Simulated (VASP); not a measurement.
Set up this calculation in VASP 6.6.1, as the native input.

```
Task                   : relaxation of the atoms
Functional             : PBE
Dispersion             : D3(BJ)
Potentials or basis    : VASP PAW PBE potentials, release 64 (C)
Cutoff                 : 520 eV
k mesh                 : 15 × 15 × 15
Occupations            : gaussian, width 0.02 eV
Spin                   : no spin polarisation
Dipole correction      : no
Further INCAR settings : ALGO = Normal; EDIFF = 1e-07; IBRION = 2; EDIFFG = -0.01; NSW = 60
```

The structure of C lies in POSCAR:

```
C
1.0
    1.2280287114      0.7090027071      3.3470114498
   -1.2280287114      0.7090027071      3.3470114498
    0.0000000000     -1.4180054142      3.3470114498
C
2
Direct
    0.8360000000      0.8360000000      0.8360000000
    0.1640000000      0.1640000000      0.1640000000
```

These files were run (other wordings do the same):

INCAR

```
SYSTEM = C
PREC = Accurate ; ENCUT = 520
EDIFF = 1E-7 ; ISMEAR = 0
SIGMA = 0.02 ; LREAL = .FALSE.
LASPH = .TRUE. ; NELM = 60
ALGO = Normal ; ISIF = 2
LWAVE = .FALSE. ; LCHARG = .FALSE.
GGA = PE ; IVDW = 12
IBRION = 2 ; NSW = 60
EDIFFG = -0.01
```

KPOINTS

```
Automatic mesh
0
G
  15 15 15
  0 0 0
```

Potentials or basis: VASP PAW PBE potentials, release 64 (C).

The run is started by

```console
$ cat potpaw_PBE.64/C/POTCAR > POTCAR
$ mpirun -np 1 vasp_std > vasp.out
```

It gave:

The energy gained by relaxing is 11.2 meV/atom. The ionic steps are 3. The pressure after relaxing is 3.8 GPa and the band gap on the k mesh is 0.66 eV, direct. The dispersion energy per atom is -0.157 eV.

Run time: 78 s on 1 thread of Intel(R) Xeon(R) Platinum 8559C (Emerald Rapids), with other jobs on the host, peak memory 0.18 GiB.
